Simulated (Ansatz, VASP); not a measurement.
MgO: VASP beside Ansatz

File INCAR:

```
PREC = Accurate
ENCUT = 600
EDIFF = 1E-6
ISMEAR = 0
SIGMA = 0.02
LREAL = F
LASPH = T
NELM = 120
ALGO = Normal
ISIF = 2
LWAVE = F
LCHARG = T
GGA = PE
LELF = T
LVHAR = T
NBANDS = 11
GGA_COMPAT = F
```

The input KPOINTS:

```
regular mesh
0
Gamma
  8 8 8
```

POSCAR

```
MgO
1.0
    0.0000000000      2.1155283333      2.1085000000
    2.1155283333      0.0000000000      2.1085000000
    2.1155283333      2.1155283333      0.0000000000
Mg O
1 1
Direct
    0.0000000000      0.0000000000      0.0000000000
    0.5000000000      0.5000000000      0.5000000000
```

Input for Ansatz:

```yaml
crystal:
  lattice:
    - [0.0, 2.1155283333333332, 2.1085]
    - [2.1155283333333332, 0.0, 2.1085]
    - [2.1155283333333332, 2.1155283333333332, 0.0]
  atoms:
    - { symbol: Mg, position: [0.0, 0.0, 0.0] }
    - { symbol: O, position: [0.5, 0.5, 0.5] }
basis:
  ecutwfc: 571.4391111657479
kpoints:
  mp_grid:
    grid: [8, 8, 8]
scf:
  occupations:
    method: gaussian
    width: 0.02
output:
  stress: true
```

Alike in both runs: task single point; functional PBE; k mesh 8 × 8 × 8; occupations gaussian, width 0.02 eV; no spin polarisation.

```csv
,VASP,Ansatz
version,VASP 6.6.1,Ansatz 0.2.0
potentials or method,"VASP PAW PBE potentials, release 64 (Mg, O), cutoff 600 eV","plane waves, PAW"
valence electrons in the cell,8,16
```

|  | VASP | Ansatz | Ansatz less VASP |
| --- | --- | --- | --- |
| pressure (GPa) | 2.0 | 3.0 | +1.02 |
| traceless stress, the component that is largest in VASP (GPa) | 0.45 | 0.44 | -0.002 |

VASP's potentials hold 8 valence electrons a cell and Ansatz's 16, so a difference there can come from the potentials and not from the codes.
